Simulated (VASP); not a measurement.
Crystal: GaAs.

```xyz
2
Lattice="0.0000 2.8079 2.8079 2.8079 0.0000 2.8079 2.8079 2.8079 0.0000" Properties=species:S:1:pos:R:3 pbc="T T T"
As    4.2118    4.2118    4.2118
Ga    0.0000    0.0000    0.0000
```

Base run:

| Quantity | Value |
| --- | --- |
| Program | VASP 6.6.1 |
| Functional | PBE |
| Dispersion | D3(BJ) |
| Potentials or basis | VASP PAW PBE potentials, release 64 (As, Ga_d) |
| Cutoff | 520 eV |
| k mesh | 8 × 8 × 8 |
| Occupations | fermi-dirac, width 0.05 eV |
| Spin | no spin polarisation |

Its results: band gap on the k mesh 0.67 eV, direct; pressure 2.5 GPa.

Problem. After a change of settings the same cell gave: band gap on the k mesh 1.16 eV, direct; pressure 1.1 GPa. Which change was it?
A. functional from PBE to PBEsol; further incar settings from ALGO = Normal; EDIFF = 1e-06; NBANDS = 16 to ALGO = Normal; EDIFF = 1e-07; NBANDS = 16
B. functional from PBE to r2SCAN; dispersion from D3(BJ) to none
C. functional from PBE to r2SCAN
D. functional from PBE to RPBE; further incar settings from ALGO = Normal; EDIFF = 1e-06; NBANDS = 16 to ALGO = Normal; EDIFF = 1e-07; NBANDS = 16

Solution. C.

r2SCAN gives the wider gap, since meta-GGAs in the generalised Kohn-Sham scheme recover part of the derivative discontinuity.

Caveats: the PAW data sets were made with another functional, which shifts forces and pressure a little (some runs).
